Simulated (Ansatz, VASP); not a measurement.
**One calculation of As, two programs**

Contents of INCAR:

```
SYSTEM = As
  PREC = Accurate
  ENCUT = 600
  EDIFF = 1E-6
  ISMEAR = 0
  SIGMA = 0.011
  LREAL = .False.
  LASPH = .True.
  NELM = 120
  ALGO = Normal
  ISIF = 2
  LWAVE = .False.
  LCHARG = .False.
  GGA = PE
  NBANDS = 22
  GGA_COMPAT = .False.
```

File KPOINTS:

```
regular mesh
0
Gamma
  9 9 9
  0 0 0
```

POSCAR

```
As
1.0
    1.8807968987      1.0858785957      3.5140619945
   -1.8807968987      1.0858785957      3.5140619945
    0.0000000000     -2.1717571915      3.5140619945
As
2
Direct
    0.2260000000      0.2260000000      0.2260000000
    0.7740000000      0.7740000000      0.7740000000
```

Contents of input.yaml:

```yaml
crystal:
  lattice:
    - [1.8807968987, 1.0858785957, 3.5140619945]
    - [-1.8807968987, 1.0858785957, 3.5140619945]
    - [0.0, -2.1717571915, 3.5140619945]
  atoms:
    - { symbol: As, position: [0.226, 0.226, 0.226] }
    - { symbol: As, position: [0.774, 0.774, 0.774] }
hamiltonian:
  xc: pbe
  pseudopotentials: { kind: paw }
kpoints:
  mp_grid: { grid: [9, 9, 9] }
scf:
  occupations: { method: gaussian, width: 0.011 }
output:
  forces: true
  stress: true
  eigenvalues: true
  write_density: true
  write_potential: true
  elf: true
  volumetric_format: npy
```

Alike in both runs: task single point; functional PBE; k mesh 9 × 9 × 9; occupations gaussian, width 0.011 eV; no spin polarisation.

```csv
,VASP,Ansatz
version,VASP 6.6.1,Ansatz 0.2.0
potentials or method,"VASP PAW PBE potentials, release 64 (As_d)",Ansatz PAW
plane-wave cutoff (eV),600,420
valence electrons in the cell,30,30
```

VASP gave:

```
gap on the k mesh at the Fermi level (eV)                     : none
pressure (GPa)                                                : 3.8
traceless stress, the component that is largest in VASP (GPa) : -0.32
rms of the force components (eV/Å)                            : 0.257
```

**Question.** Which values does Ansatz return?

**Answer.** gap on the k mesh at the Fermi level (eV): none; pressure (GPa): 3.7; traceless stress, the component that is largest in VASP (GPa): -0.30; rms of the force components (eV/Å): 0.249.

Atom by atom the forces differ by 0.008 eV/Å (rms over components). A gap of «none» marks a metal or a gap that the smearing closes. With one functional, cell and mesh, what is left measures potentials, basis and numerics.
